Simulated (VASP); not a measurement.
# Ti (I4/mmm) in VASP: notebook

Ti is run at these levels: PBEsol; tasks: single point.

All numbers are computed with VASP 6.6.1; they aren't measurements. Logs are shortened: lines on timing, memory, paths and dates and some standing lists are left out, and cuts for length are marked.

## Step 1: The cell of the first run

The structure is tetragonal, space group I4/mmm (No. 139). The conventional cell has a = 3.348 Å, b = 3.348 Å, c = 3.107 Å, α = 90.00°, β = 90.00°, γ = 90.00°. Ti (site symmetry 4/mmm) has 14 Ti at 2.83 to 3.35 Å within 3.7 Å.

## Step 2: Single point, PBEsol (volume 17.418 Å^3 an atom, c/a of the conventional cell 0.9280)

File INCAR:

```
SYSTEM = Ti
ALGO = Fast ; EDIFF = 1E-7
ENCUT = 520 ; GGA = PS
ISIF = 2 ; ISMEAR = 0
LASPH = .TRUE. ; LCHARG = .FALSE.
LREAL = .FALSE. ; LWAVE = .FALSE.
NBANDS = 12 ; NELM = 60
PREC = Accurate ; SIGMA = 0.15
```

File KPOINTS:

```
k-points
0
G
  22 22 22
  0 0 0
```

File POSCAR:

```
Ti
1.0
   -1.6741592737      1.6741592737      1.5536198060
    1.6741592737     -1.6741592737      1.5536198060
    1.6741592737      1.6741592737     -1.5536198060
Ti
1
Direct
    0.0000000000      0.0000000000      0.0000000000
```

Potentials or basis: VASP PAW PBE potentials, release 64 (Ti_sv).

The run is started by

```
$ cat potpaw_PBE.64/Ti_sv/POTCAR > POTCAR
$ mpirun -np 1 vasp_std > vasp.out
```

OUTCAR:

```text
SYSTEM = Ti
   EDIFF = 1E-7
   ENCUT = 520
   GGA = PS
   ISIF = 2
   ISMEAR = 0
   LASPH = .TRUE.
   LREAL = .FALSE.
   NELM = 60
   PREC = Accurate

 ion  position               nearest neighbor table
   1  0.000  0.000  0.000-

  LATTYP: Found a body centered tetragonal cell.
 ALAT       =     3.3483185474
 C/A-ratio  =     0.9280000000

  Lattice vectors:

 A1 = (  -1.6741592737,   1.6741592737,   1.5536198060)
 A2 = (   1.6741592737,  -1.6741592737,   1.5536198060)
 A3 = (   1.6741592737,   1.6741592737,  -1.5536198060)

Analysis of symmetry for initial positions (statically):
=====================================================================
 Subroutine PRICEL returns:
 Original cell was already a primitive cell.

 Routine SETGRP: Setting up the symmetry group for a
 body centered tetragonal supercell.

 Subroutine GETGRP returns: Found 16 space group operations
 (whereof 16 operations were pure point group operations)
 out of a pool of 16 trial point group operations.

The static configuration has the point symmetry D_4h.

Analysis of symmetry for dynamics (positions and initial velocities):
=====================================================================
 Subroutine PRICEL returns:
 Original cell was already a primitive cell.

 Routine SETGRP: Setting up the symmetry group for a
 body centered tetragonal supercell.

 Subroutine GETGRP returns: Found 16 space group operations
 (whereof 16 operations were pure point group operations)
 out of a pool of 16 trial point group operations.

The dynamic configuration has the point symmetry D_4h.

 Subroutine INISYM returns: Found 16 space group operations
 (whereof 16 operations are pure point group operations),
 and found     1 'primitive' translations

----------------------------------------------------------------------------------------

                                     Primitive cell

  volume of cell :      17.4180

  direct lattice vectors                    reciprocal lattice vectors
    -1.674159274  1.674159274  1.553619806     0.000000000  0.298657367  0.321829059
     1.674159274 -1.674159274  1.553619806     0.298657367  0.000000000  0.321829059
     1.674159274  1.674159274 -1.553619806     0.298657367  0.298657367  0.000000000

  length of vectors
     2.831846226  2.831846226  2.831846226     0.439055994  0.439055994  0.422365298

  position of ions in fractional coordinates (direct lattice)
     0.000000000  0.000000000  0.000000000

  ion indices of the primitive-cell ions
   primitive index   ion index
                 1           1

----------------------------------------------------------------------------------------

 KPOINTS: k-points

Automatic generation of k-mesh.
 Grid dimensions read from file:
 generate k-points for:   22   22   22

 Generating k-lattice:

  Cartesian coordinates                     Fractional coordinates (reciprocal lattice)
     0.000000000  0.013575335  0.014628594     0.045454545 -0.000000000  0.000000000
     0.013575335  0.000000000  0.014628594    -0.000000000  0.045454545  0.000000000
     0.013575335  0.013575335  0.000000000     0.000000000  0.000000000  0.045454545

  Length of vectors
     0.019957091  0.019957091  0.019198423

  Shift w.r.t. Gamma in fractional coordinates (k-lattice)
     0.000000000  0.000000000  0.000000000

 Subroutine IBZKPT returns following result:
 ===========================================

 Found    834 irreducible k-points:

 Following reciprocal coordinates:
            Coordinates               Weight
  0.000000  0.000000  0.000000      1.000000
  0.045455  0.000000 -0.000000      8.000000
  0.090909  0.000000 -0.000000      8.000000
  0.136364  0.000000 -0.000000      8.000000
  0.181818  0.000000 -0.000000      8.000000
  0.227273  0.000000 -0.000000      8.000000
[... 16 lines left out ...]
  0.500000  0.045455 -0.000000     16.000000
 -0.454545  0.045455  0.000000     16.000000
 [... further k-points ...]
   k-points           NKPTS =    834   k-points in BZ     NKDIM =    834   number of bands    NBANDS=     12
   number of dos      NEDOS =    301   number of ions     NIONS =      1
   total plane-waves  NPLWV =  13824
   dimension x,y,z NGX =    24 NGY =   24 NGZ =   24
   dimension x,y,z NGXF=    48 NGYF=   48 NGZF=   48
   ions per type =               1
   NGX,Y,Z   is equivalent  to a cutoff of  14.09, 14.09, 14.09 a.u.
   NGXF,Y,Z  is equivalent  to a cutoff of  28.18, 28.18, 28.18 a.u.
 SYSTEM =  Ti
   PREC   = accura    normal or accurate (medium, high low for compatibility)
   ISTART =      0    job   : 0-new  1-cont  2-samecut
   ICHARG =      2    charge: 1-file 2-atom 10-const
   ISPIN  =      1    spin polarized calculation?
   LNONCOLLINEAR =      F non collinear calculations
   LSORBIT =      F    spin-orbit coupling
   LASPH  =      T    aspherical Exc in radial PAW
   ENCUT  =  520.0 eV  38.22 Ry    6.18 a.u.   5.27  5.27  5.27*2*pi/ulx,y,z
[... 60 lines left out ...]
      1     -48.3849      2.00000
      2     -24.3393      2.00000
      3     -24.3371      2.00000
      4     -24.3371      2.00000
      5       1.9812      2.00000
      6       8.5602      0.00000
      7       9.1161      0.00000
      8       9.1161      0.00000
      9      10.3018      0.00000
     10      10.9528      0.00000
     11      24.8910      0.00000
     12      24.8910      0.00000

 k-point     2 :       0.0455    0.0000   -0.0000
  band No.  band energies     occupation
      1     -48.3822      2.00000
      2     -24.3527      2.00000
      3     -24.3416      2.00000
      4     -24.3385      2.00000
      5       2.0542      2.00000
      6       8.5715      0.00000
      7       9.1027      0.00000
      8       9.1203      0.00000
      9      10.3033      0.00000
     10      10.9204      0.00000
     11      24.8747      0.00000
     12      24.9621      0.00000

 k-point     3 :       0.0909    0.0000   -0.0000
  band No.  band energies     occupation
      1     -48.3742      2.00000
      2     -24.3942      2.00000
      3     -24.3549      2.00000
      4     -24.3401      2.00000
      5       2.2698      2.00000
      6       8.5664      0.00000
      7       9.0527      0.00000
      8       9.1747      0.00000
      9      10.3122      0.00000
     10      10.8404      0.00000
     11      24.7750      0.00000
     12      25.1655      0.00000

 k-point     4 :       0.1364    0.0000   -0.0000
  band No.  band energies     occupation
      1     -48.3615      2.00000
      2     -24.4592      2.00000
      3     -24.3758      2.00000
      4     -24.3425      2.00000
      5       2.6175      2.00000
      6       8.4798      0.00000
      7       8.9440      0.00000
      8       9.3517      0.00000
      9      10.3414      0.00000
     10      10.7531      0.00000
     11      24.4340      0.00000
     12      25.2658      0.00000

 k-point     5 :       0.1818    0.0000   -0.0000
  band No.  band energies     occupation
      1     -48.3452      2.00000
      2     -24.5420      2.00000
      3     -24.4026      2.00000
      4     -24.3456      2.00000
      5       3.0780      2.00000
      6       8.3177      0.00042
      7       8.7692      0.00000
      8       9.6532      0.00000
      9      10.4046      0.00000
     10      10.6954      0.00000
     11      23.6919      0.00000
     12      24.6025      0.00000
[... 228 lines left out ...]
      1     -48.2532      2.00000
      2     -24.9825      2.00000
      3     -24.5511      2.00000
      4     -24.3692      2.00000
      5       5.4663      2.00000
      6       7.3884      2.00000
      7       8.8688      0.00000
      8      10.6522      0.00000
      9      11.2824      0.00000
     10      12.0468      0.00000
     11      17.4230      0.00000
     12      21.2547      0.00000

 k-point    22 :       0.4545    0.0455   -0.0000
  band No.  band energies     occupation
      1     -48.2479      2.00000
      2     -25.0066      2.00000
      3     -24.5604      2.00000
      4     -24.3697      2.00000
      5       5.5160      2.00000
      6       7.3391      2.00000
      7       9.1177      0.00000
      8      10.6649      0.00000
      9      11.3207      0.00000
     10      12.2456      0.00000
     11      16.9202      0.00000
     12      21.0606      0.00000

 k-point    23 :       0.5000    0.0455   -0.0000
  band No.  band energies     occupation
      1     -48.2482      2.00000
      2     -25.0054      2.00000
      3     -24.5607      2.00000
      4     -24.3690      2.00000
      5       5.5130      2.00000
      6       7.3417      2.00000
      7       9.1152      0.00000
      8      10.6656      0.00000
      9      11.2968      0.00000
     10      12.2517      0.00000
     11      16.9427      0.00000
     12      21.0606      0.00000

 k-point    24 :      -0.4545    0.0455    0.0000
  band No.  band energies     occupation
      1     -48.2539      2.00000
      2     -24.9789      2.00000
      3     -24.5519      2.00000
      4     -24.3673      2.00000
      5       5.4565      2.00000
      6       7.3958      2.00000
      7       8.8576      0.00000
      8      10.6768      0.00000
      9      11.2027      0.00000
     10      12.0644      0.00000
     11      17.4824      0.00000
     12      21.2526      0.00000

 [... further k-points ...]
[... 5 lines left out ...]
  --------------------------------------------------------------------------------------
  -------------------------------------------------------------------------------------
  Total       -0.5103161     -0.5103161     -0.7545949      0.0000000     -0.0000000      0.0000000
  in kB      -46.9409132    -46.9409132    -69.4106623      0.0000000     -0.0000000      0.0000000
  external PRESSURE =     -54.4308295 kB  Pullay stress =       0.0000000 kB

 VOLUME and BASIS-vectors are now :
 -----------------------------------------------------------------------------
  energy-cutoff  :      520.00
  volume of cell :       17.42
      direct lattice vectors                 reciprocal lattice vectors
    -1.674159274  1.674159274  1.553619806     0.000000000  0.298657367  0.321829059
     1.674159274 -1.674159274  1.553619806     0.298657367  0.000000000  0.321829059
     1.674159274  1.674159274 -1.553619806     0.298657367  0.298657367  0.000000000

 POSITION                                       TOTAL-FORCE (eV/Angst)
 -----------------------------------------------------------------------------------
      0.00000      0.00000      0.00000         0.000000      0.000000      0.000000
 -----------------------------------------------------------------------------------
    total drift:                               -0.000000     -0.000000      0.000000

  FREE ENERGIE OF THE ION-ELECTRON SYSTEM (eV)
  ---------------------------------------------------
  free  energy   TOTEN  =        -8.2379091387 eV

  energy  without entropy=       -8.2119578103  energy(sigma->0) =       -8.22493347
```

It took 2.8 min on 1 thread of Intel Xeon 6975P-C (Granite Rapids), shared host; peak memory 0.28 GiB.

What came out:

```
Free energy            : -8.2379 eV
Pressure               : -5.4 GPa
Band gap on the k mesh : zero (band 6 reaches 8.85 eV, above the bottom of band 7 at 7.34 eV)
```

Stress tensor (GPa, compression positive):
```
-4.69  0.00  0.00
 0.00 -4.69  0.00
 0.00  0.00 -6.94
```

Caveat: the PAW data sets were made with another functional, which shifts forces and pressure a little.

## Step 3: Single point, PBEsol (volume 17.418 Å^3 an atom, c/a of the conventional cell 1.2513)

File INCAR:

```
PREC     = Accurate       # precision mode
ENCUT    = 520            # plane-wave cutoff, eV
EDIFF    = 1E-6           # SCF threshold, eV
ISMEAR   = 0              # smearing method
SIGMA    = 0.15           # smearing width, eV
LREAL    = False          # projectors in reciprocal space
LASPH    = True           # aspherical terms in the spheres
NELM     = 60             # most SCF steps
ALGO     = Fast           # electronic algorithm
ISIF     = 2              # what is computed and relaxed
LWAVE    = False          # write WAVECAR
LCHARG   = False          # write CHGCAR
GGA      = PS             # functional
NBANDS   = 12             # bands
```

File KPOINTS:

```
Automatic mesh
0
Gamma
  22 22 22
```

File POSCAR:

```
Ti
1.0
   -1.5153941863      1.5153941863      1.8962127453
    1.5153941863     -1.5153941863      1.8962127453
    1.5153941863      1.5153941863     -1.8962127453
Ti
1
Direct
    0.0000000000      0.0000000000      0.0000000000
```

Potentials or basis: VASP PAW PBE potentials, release 64 (Ti_sv).

The run is started by

```
$ cat potpaw_PBE.64/Ti_sv/POTCAR > POTCAR
$ mpirun -np 1 vasp_std > vasp.out
```

Wall time 2.3 min (1 thread of Intel Xeon 6975P-C (Granite Rapids), shared host); peak memory 0.28 GiB.

It converged, with:

```
Free energy            : -8.2650 eV
Pressure               : -4.8 GPa
Band gap on the k mesh : zero (band 6 reaches 8.85 eV, above the bottom of band 7 at 7.43 eV)
```

Stress tensor (GPa, compression positive):
```
-5.87  0.00  0.00
 0.00 -5.87  0.00
 0.00  0.00 -2.76
```

Levels at points of the mesh, in eV from the Fermi level:
```
           k point  band 3  band 4  band 5  band 6  band 7  band 8  band 9  band 10
(0.00, 0.00, 0.00)  -32.41  -32.39   -6.05    0.69    0.69    1.55    1.95     2.91
(0.50, 0.00, 0.00)  -32.55  -32.43   -2.55    0.26    0.72    1.39    3.35     3.84
(0.50, 0.50, 0.00)  -32.65  -32.53   -2.56   -1.47    2.15    3.48    3.53     4.13
(0.50, 0.50, 0.50)  -32.73  -32.73   -2.46   -1.86    3.59    3.90    3.90     4.50
```

Caveat: the PAW data sets were made with another functional, which shifts forces and pressure a little.

## Step 4: Single point, PBEsol (volume 18.300 Å^3 an atom, c/a of the conventional cell 0.8612)

File INCAR:

```
SYSTEM = Ti
ALGO = Fast
EDIFF = 1E-6
ENCUT = 520
GGA = PS
ISIF = 2
ISMEAR = 0
LASPH = .True.
LCHARG = .False.
LREAL = .False.
LWAVE = .False.
NBANDS = 12
NELM = 80
PREC = Accurate
SIGMA = 0.15
```

File KPOINTS:

```
k-points
0
Gamma
  22 22 22
  0 0 0
```

File POSCAR:

```
Ti
1.0
   -1.7448671206      1.7448671206      1.5026795642
    1.7448671206     -1.7448671206      1.5026795642
    1.7448671206      1.7448671206     -1.5026795642
Ti
1
Direct
    0.0000000000      0.0000000000      0.0000000000
```

The run is started by

```
$ cat potpaw_PBE.64/Ti_sv/POTCAR > POTCAR
$ mpirun -np 1 vasp_std > vasp.out
```

Run time: 2.4 min. Hardware: 1 thread of Intel Xeon 6975P-C (Granite Rapids), shared host; peak memory 0.29 GiB.

It converged, with:

| Quantity | Value |
| --- | --- |
| Free energy | -8.2041 eV |
| Pressure | -9.9 GPa |
| Band gap on the k mesh | zero (band 6 reaches 8.31 eV, above the bottom of band 7 at 6.93 eV) |

Stress tensor (GPa, compression positive):
```
-9.94  0.00  0.00
 0.00 -9.94  0.00
 0.00  0.00 -9.69
```

Levels at points of the mesh, in eV from the Fermi level:
| k point | band 4 | band 5 | band 6 | band 7 | band 8 | band 9 |
| --- | --- | --- | --- | --- | --- | --- |
| (0.00, 0.00, 0.00) | -32.43 | -5.87 | 0.27 | 1.37 | 1.37 | 1.79 |
| (0.50, 0.00, 0.00) | -32.50 | -2.34 | -0.74 | 1.39 | 2.45 | 3.46 |
| (0.50, 0.50, 0.00) | -32.43 | -2.42 | 0.37 | 0.52 | 1.69 | 2.54 |
| (0.50, 0.50, 0.50) | -32.71 | -2.13 | -1.82 | 3.59 | 3.59 | 3.82 |

Caveat: the PAW data sets were made with another functional, which shifts forces and pressure a little.

## Step 5: Single point, PBEsol (volume 18.300 Å^3 an atom, c/a of the conventional cell 1.3484)

File INCAR:

```
SYSTEM = Ti
ALGO = Fast ; EDIFF = 1E-7
ENCUT = 520 ; GGA = PS
ISIF = 2 ; ISMEAR = 0
LASPH = .True. ; LCHARG = .False.
LREAL = .False. ; LWAVE = .False.
NBANDS = 12 ; NELM = 60
PREC = Accurate ; SIGMA = 0.15
```

KPOINTS is that of step 4.

File POSCAR:

```
Ti
1.0
   -1.5026486707      1.5026486707      2.0261714676
    1.5026486707     -1.5026486707      2.0261714676
    1.5026486707      1.5026486707     -2.0261714676
Ti
1
Direct
    0.0000000000      0.0000000000      0.0000000000
```

The run is started by

```
$ cat potpaw_PBE.64/Ti_sv/POTCAR > POTCAR
$ mpirun -np 1 vasp_std > vasp.out
```

Run time: 2.5 min. Hardware: 1 thread of Intel Xeon 6975P-C (Granite Rapids), shared host; peak memory 0.29 GiB.

Results (log left out):

- Free energy: -8.2400 eV
- Pressure: -9.1 GPa
- Band gap on the k mesh: zero (band 6 reaches 8.36 eV, above the bottom of band 7 at 7.03 eV)

Stress tensor (GPa, compression positive):
```
-9.66  0.00  0.00
 0.00 -9.66  0.00
 0.00  0.00 -8.12
```

Levels at points of the mesh, in eV from the Fermi level:
| k point | band 2 | band 3 | band 4 | band 5 | band 6 | band 7 | band 8 | band 9 | band 10 | band 11 |
| --- | --- | --- | --- | --- | --- | --- | --- | --- | --- | --- |
| (0.00, 0.00, 0.00) | -32.58 | -32.58 | -32.57 | -5.96 | 0.74 | 0.74 | 1.08 | 2.15 | 2.54 | 15.02 |
| (0.50, 0.00, 0.00) | -33.15 | -32.67 | -32.63 | -2.47 | 0.54 | 0.54 | 0.94 | 3.28 | 3.45 | 7.66 |
| (0.50, 0.50, 0.00) | -33.11 | -32.78 | -32.74 | -2.42 | -1.52 | 2.35 | 3.34 | 3.49 | 3.74 | 9.67 |
| (0.50, 0.50, 0.50) | -33.11 | -32.81 | -32.81 | -2.37 | -1.63 | 3.20 | 3.34 | 3.64 | 3.64 | 10.76 |

Caveat: the PAW data sets were made with another functional, which shifts forces and pressure a little.

## Step 6: The runs side by side

| cell | further INCAR settings | gap on the mesh (eV) | pressure (GPa) |
| --- | --- | --- | --- |
| a = 2.832 Å, angles 107.5, 107.5, 113.5°, 1 atom | ALGO = Fast; EDIFF = 1e-07; NBANDS = 12 | none | -5.4 |
| a = 2.862 Å, angles 116.0, 116.0, 97.0°, 1 atom | ALGO = Fast; EDIFF = 1e-06; NBANDS = 12 | none | -4.8 |
| a = 2.889 Å, angles 105.7, 105.7, 117.3°, 1 atom | ALGO = Fast; EDIFF = 1e-06; NBANDS = 12 | none | -9.9 |
| a = 2.936 Å, angles 118.4, 118.4, 92.7°, 1 atom | ALGO = Fast; EDIFF = 1e-07; NBANDS = 12 | none | -9.1 |

Alike in all rows: task single point; level PBEsol; potentials or basis VASP PAW PBE potentials, release 64 (Ti_sv); no spin polarisation; k mesh 22 × 22 × 22; cutoff (eV) 520; smearing gaussian 0.15 eV.

Caveats: the PAW data sets were made with another functional, which shifts forces and pressure a little.

Total energies depend on the potentials used, so only differences within one code and one set of settings carry meaning.
